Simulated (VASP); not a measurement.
# Al3N in VASP: further runs, part 4 of 4

VASP 6.6.1. Earlier steps stand in the parts before.

### Step 6. Single point, PBE, collinear spin, ferromagnetic start

INCAR reads:

```
SYSTEM = Al3N
PREC = Accurate
ENCUT = 520
EDIFF = 1E-6
ISMEAR = 0
SIGMA = 0.1
LREAL = .FALSE.
LASPH = .TRUE.
NELM = 150
ALGO = Normal
ISIF = 2
LWAVE = .FALSE.
LCHARG = .FALSE.
ISPIN = 2
MAGMOM = 0 0 0 3
LORBIT = 11
LDIPOL = .TRUE.
IDIPOL = 3
DIPOL = 0.5 0.5 0.353
GGA = PE
NBANDS = 19
```

KPOINTS reads:

```
Automatic mesh
0
G
  9 9 1
  0 0 0
```

POSCAR reads:

```
Al3N
1.0
    2.8567582919      0.0000000000      0.0000000000
   -1.4283791460      2.4740252533      0.0000000000
    0.0000000000      0.0000000000     21.6013781961
Al N
3 1
Direct
    0.6666666667      0.3333333333      0.1851733701
    0.3333333333      0.6666666667      0.2916813827
    0.0000000000      0.0000000000      0.3981865471
    0.0000000000      0.0000000000      0.5356777744
```

Potentials or basis: VASP PAW PBE potentials, release 64 (Al, N).

The run is started by

```sh
$ cat potpaw_PBE.64/Al/POTCAR potpaw_PBE.64/N/POTCAR > POTCAR
$ mpirun -np 1 vasp_std > vasp.out
```

OUTCAR:

```text
SYSTEM = Al3N
   PREC = Accurate
   ENCUT = 520
   EDIFF = 1E-6
   ISMEAR = 0
   LREAL = .FALSE.
   LASPH = .TRUE.
   NELM = 150
   ISIF = 2
   ISPIN = 2
   LORBIT = 11
   GGA = PE

 ion  position               nearest neighbor table
   1  0.667  0.333  0.185-   2 2.83   2 2.83   2 2.83
   2  0.333  0.667  0.292-   3 2.83   3 2.83   3 2.83   1 2.83   1 2.83   1 2.83
   3  0.000  0.000  0.398-   2 2.83   2 2.83   2 2.83
   4  0.000  0.000  0.536-

  LATTYP: Found a hexagonal cell.
 ALAT       =     2.8567582919
 C/A-ratio  =     7.5615001302

  Lattice vectors:

 A1 = (   2.8567582919,   0.0000000000,   0.0000000000)
 A2 = (  -1.4283791460,   2.4740252533,   0.0000000000)
 A3 = (   0.0000000000,   0.0000000000,  21.6013781961)

Analysis of symmetry for initial positions (statically):
=====================================================================
 Subroutine PRICEL returns:
 Original cell was already a primitive cell.

 Routine SETGRP: Setting up the symmetry group for a
 hexagonal supercell.

 Subroutine GETGRP returns: Found  6 space group operations
 (whereof  6 operations were pure point group operations)
 out of a pool of 24 trial point group operations.

The static configuration has the point symmetry C_3v.

Analysis of symmetry for dynamics (positions and initial velocities):
=====================================================================
 Subroutine PRICEL returns:
 Original cell was already a primitive cell.

 Routine SETGRP: Setting up the symmetry group for a
 hexagonal supercell.

 Subroutine GETGRP returns: Found  6 space group operations
 (whereof  6 operations were pure point group operations)
 out of a pool of 24 trial point group operations.

The dynamic configuration has the point symmetry C_3v.

Analysis of structural, dynamic, and magnetic symmetry:
=====================================================================
 Subroutine PRICEL returns:
 Original cell was already a primitive cell.

 Routine SETGRP: Setting up the symmetry group for a
 hexagonal supercell.

 Subroutine GETGRP returns: Found  6 space group operations
 (whereof  6 operations were pure point group operations)
 out of a pool of 24 trial point group operations.

The overall configuration has the point symmetry C_3v.

 Subroutine INISYM returns: Found  6 space group operations
 (whereof  6 operations are pure point group operations),
 and found     1 'primitive' translations

----------------------------------------------------------------------------------------

                                     Primitive cell

  volume of cell :     152.6719

  direct lattice vectors                    reciprocal lattice vectors
     2.856758292  0.000000000  0.000000000     0.350047116  0.202099796  0.000000000
    -1.428379146  2.474025253  0.000000000     0.000000000  0.404199593  0.000000000
     0.000000000  0.000000000 21.601378196     0.000000000  0.000000000  0.046293343

  length of vectors
     2.856758292  2.856758292 21.601378196     0.404199593  0.404199593  0.046293343

  position of ions in fractional coordinates (direct lattice)
     0.666666667  0.333333333  0.185173370
     0.333333333  0.666666667  0.291681383
     0.000000000  0.000000000  0.398186547
     0.000000000  0.000000000  0.535677774

  ion indices of the primitive-cell ions
   primitive index   ion index
                 1           1
                 2           2
                 3           3
                 4           4

[... 71 lines left out ...]
   EMIN   =  10.00;   EMAX   =-10.00  energy-range for DOS
   EFERMI =   0.00;   METHOD = LEGACY
   ISMEAR =     0;   SIGMA  =   0.10  broadening in eV -4-tet -1-fermi 0-gaus
   EFERMI_NEDOS =   21; number of points for ismear=-14 and -15
   IALGO  =     38    algorithm
   IMIX   =      4    mixing-type and parameters
     AMIX     =   0.40;   BMIX     =  1.00
     AMIX_MAG =   1.60;   BMIX_MAG =  1.00
  volume/ion in A,a.u.               =      38.17       257.57
  Fermi-wavevector in a.u.,A,eV,Ry     =   0.738240  1.395072  7.415160  0.544999
  Thomas-Fermi vector in A             =   1.832115
   LORBIT       =     11    0 simple, 1 ext, 2 COOP (PROOUT), +10 PAW based schemes
   GGA     = PE    functional components
   LHFCALC =     F    Hartree Fock is set to
   AEXX    =    0.0000 exact exchange contribution
   IVDW    =     0    specifies the selected vdW correction
   LEPSILON=     F    determine dielectric tensor
   LRPA    =     F    only Hartree local field effects (RPA)
 spin polarized calculation
 Gauss-broadening in eV      SIGMA  =   0.10
  energy-cutoff  :      520.00
  volume of cell :      152.67
 maximum number of plane-waves:      4139
 NGX is ok and might be reduce to    24
   NGX = 11   NGY = 11   NGZ = 81

 dipolmoment           0.000000      0.000000     -0.059548 electrons x Angstroem

 number of electron      13.9999999 magnetization       2.4880844

 dipolmoment           0.000000      0.000000      0.088849 electrons x Angstroem

 Free energy of the ion-electron system (eV)
  ---------------------------------------------------
  ext. energy  EPLUGINS =         0.00000000
  ---------------------------------------------------
  free energy    TOTEN  =       -13.65240682 eV

  energy without entropy =      -13.63936895  energy(sigma->0) =      -13.64588788

 E-fermi :  -0.3625     XC(G=0):  -4.9486

 val. band max:       -0.3719544637   @ k =   0.4444   0.1111   0.0000
 cond. band min:      -0.2187444681   @ k =   0.3333   0.1111   0.0000
 fundamental gap:      0.1532099956
 Fermi energy:        -0.3624542175

 spin component 1

 k-point     1 :       0.0000    0.0000    0.0000
  band No.  band energies     occupation
      1     -14.8490      1.00000
      2     -10.9689      1.00000
      3      -9.1940      1.00000
      4      -6.4744      1.00000
      5      -3.8860      1.00000
      6      -2.4708      1.00000
[... 240 lines left out ...]
      5      -3.0515      1.00000
      6      -3.0092      1.00000
[... 11 lines left out ...]
     18       8.3036      0.00000
     19       8.9663      0.00000
 Fermi energy:        -0.3624542175

 spin component 2

 k-point     1 :       0.0000    0.0000    0.0000
  band No.  band energies     occupation
      1     -11.1276      1.00000
      2     -10.8813      1.00000
      3      -9.2661      1.00000
      4      -6.5213      1.00000
      5      -3.4267      1.00000
      6      -0.3926      0.66513
[... 241 lines left out ...]
      6      -1.3282      1.00000
[... 11 lines left out ...]
     18       8.2622      0.00000
     19       8.9617      0.00000

------------------------ aborting loop because EDIFF is reached ----------------------------------------

 vacuum level on the upper side and lower side of the slab       (xc-potential included)         1.107        -1.114

  FORCE on cell =-STRESS in cart. coord.  units (eV):
  Direction    XX          YY          ZZ          XY          YZ          ZX
  --------------------------------------------------------------------------------------
  -------------------------------------------------------------------------------------
  Total       -0.1740002     -0.1740002     -0.8843875      0.0000000     -0.0000000      0.0000000
  in kB       -1.8260017     -1.8260017     -9.2809860      0.0000000     -0.0000000      0.0000000
  external PRESSURE =      -4.3109965 kB  Pullay stress =       0.0000000 kB

 VOLUME and BASIS-vectors are now :
 -----------------------------------------------------------------------------
  energy-cutoff  :      520.00
  volume of cell :      152.67
      direct lattice vectors                 reciprocal lattice vectors
     2.856758292  0.000000000  0.000000000     0.350047116  0.202099796  0.000000000
    -1.428379146  2.474025253  0.000000000     0.000000000  0.404199593  0.000000000
     0.000000000  0.000000000 21.601378196     0.000000000  0.000000000  0.046293343

 POSITION                                       TOTAL-FORCE (eV/Angst)
 -----------------------------------------------------------------------------------
      1.42838      0.82468      4.00000         0.000000     -0.000000     -0.170570
     -0.00000      1.64935      6.30072        -0.000000      0.000000     -0.010281
      0.00000      0.00000      8.60138         0.000000     -0.000000      0.746608
      0.00000      0.00000     11.57138         0.000000     -0.000000     -0.565756
 -----------------------------------------------------------------------------------
    total drift:                                0.000000     -0.000000     -0.000664

  FREE ENERGIE OF THE ION-ELECTRON SYSTEM (eV)
  ---------------------------------------------------
  free  energy   TOTEN  =       -13.6524068155 eV

  energy  without entropy=      -13.6393689496  energy(sigma->0) =      -13.64588788

 vacuum level on the upper side and lower side of the slab         5.883         3.601

 total charge

# of ion       s       p       d       tot
------------------------------------------
    1        0.451   0.313   0.000   0.764
    2        0.426   0.347   0.000   0.773
    3        0.444   0.306   0.000   0.750
    4        1.359   1.940   0.000   3.298
--------------------------------------------------
tot          2.679   2.906   0.000   5.585

 magnetization (x)

# of ion       s       p       d       tot
------------------------------------------
    1       -0.012  -0.008   0.000  -0.020
    2       -0.010  -0.013   0.000  -0.023
    3       -0.021  -0.012   0.000  -0.032
    4        0.048   1.788   0.000   1.836
--------------------------------------------------
tot          0.005   1.756   0.000   1.761
```

OSZICAR:

```text
N       E                     dE             d eps       ncg     rms          rms(c)
DAV:   1     0.412332653304E+02    0.41233E+02   -0.43346E+03   912   0.518E+02
DAV:   2    -0.822737869756E+01   -0.49461E+02   -0.44145E+02  1262   0.996E+01
DAV:   3    -0.139099301346E+02   -0.56826E+01   -0.51688E+01  1123   0.289E+01
[... 15 lines left out ...]
DAV:  19    -0.136510224247E+02   -0.17651E-02   -0.88996E-05  1014   0.306E-02    0.178E-02
DAV:  20    -0.136517291111E+02   -0.70669E-03   -0.49506E-05  1035   0.203E-02    0.113E-02
DAV:  21    -0.136521605311E+02   -0.43142E-03   -0.19963E-05  1034   0.127E-02    0.826E-03
DAV:  22    -0.136523796938E+02   -0.21916E-03   -0.19610E-05  1045   0.111E-02    0.485E-03
DAV:  23    -0.136524065562E+02   -0.26862E-04   -0.61870E-06  1019   0.608E-03    0.226E-03
DAV:  24    -0.136524068155E+02   -0.25929E-06   -0.16968E-06   958   0.408E-03
   1 F= -.13652407E+02 E0= -.13645888E+02  d E =-.130379E-01  mag=     2.4880
```

stdout:

```text
POSCAR found type information on POSCAR AlN
 POSCAR found :  2 types and       4 ions
 scaLAPACK will be used
 LDA part: xc-table for (Slater+PW92), standard interpolation
 POSCAR, INCAR and KPOINTS ok, starting setup
 FFT: planning ... GRIDC
 FFT: planning ... GRID_SOFT
 FFT: planning ... GRID
 WAVECAR not read
 entering main loop
```

Wall time 1.9 min (1 thread of Intel Xeon Platinum 8259CL at 2.50GHz (Skylake/Cascade Lake), shared host); peak memory 0.36 GiB.

What came out:

| Quantity | Value |
| --- | --- |
| Free energy | -13.6524 eV |
| Largest force | 0.747 eV/Å |
| Net moment | 2.49 μB per cell |
| Site moments | Al -0.02, -0.03; N +1.84 μB |
| Valence electrons inside the program's atomic spheres | Al 0.76, 0.77, 0.75; N 3.30 |

Forces on the atoms (eV/Å):
```
Al   0.000  0.000 -0.171
Al   0.000  0.000 -0.010
Al   0.000  0.000  0.747
N    0.000  0.000 -0.566
```
